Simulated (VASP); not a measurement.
Sb:

```
CELL_PARAMETERS angstrom
2.15420 1.24373 3.75800
-2.15420 1.24373 3.75800
0.00000 -2.48746 3.75800
ATOMIC_POSITIONS crystal
Sb 0.76651 0.76651 0.76651
Sb 0.23349 0.23349 0.23349
```

```yaml
Program: VASP 6.6.1
Task: relaxation of cell and atoms
Functional: PBEsol-based screened hybrid with 25 % exact exchange
Potentials_or_basis: VASP PAW PBE potentials, release 64 (Sb)
Cutoff: 600 eV
k_mesh: 4 × 4 × 4
Occupations: fermi-dirac, width 0.05 eV
Spin: no spin polarisation
```

At the start: pressure -1.7 GPa; volume 30.21 Å³/atom.

Q: How do energy, volume and symmetry change on relaxing?

A: Over 10 steps the energy falls by 9.5 meV/atom and the volume is 29.78 Å³/atom (-1.4 %); space group R-3m (No. 166, to 0.1 Å) before and after.

The path:
```tsv
step	energy change (eV)	largest force (eV/Å)	pressure (GPa)	volume (Å³)
1	0.0000	0.4384	-1.73	60.41
2	-0.0075	0.0823	2.02	57.61
3	-0.0149	0.1449	0.40	58.75
4	-0.0180	0.0753	0.20	59.09
5	-0.0188	0.0023	0.00	59.43
6	-0.0188	0.0145	0.01	59.38
7	-0.0188	0.0173	0.01	59.36
8	-0.0189	0.0069	0.06	59.39
9	-0.0190	0.0114	0.10	59.44
10	-0.0190	0.0040	0.00	59.57
```

Final structure:
```cif
data_structure
_symmetry_space_group_name_H-M 'P 1'
_symmetry_Int_Tables_number 1
_cell_length_a 4.4712
_cell_length_b 4.4712
_cell_length_c 4.4712
_cell_angle_alpha 57.497
_cell_angle_beta 57.497
_cell_angle_gamma 57.497
_cell_volume 59.57
loop_
_atom_site_label
_atom_site_type_symbol
_atom_site_fract_x
_atom_site_fract_y
_atom_site_fract_z
_atom_site_occupancy
Sb1 Sb 0.76923 0.76923 0.76923 1
Sb2 Sb 0.23077 0.23077 0.23077 1
```

Caveat: the k points lie up to 0.44 Å⁻¹ apart in the final cell; the PAW data sets were made with another functional, which shifts forces and pressure a little.
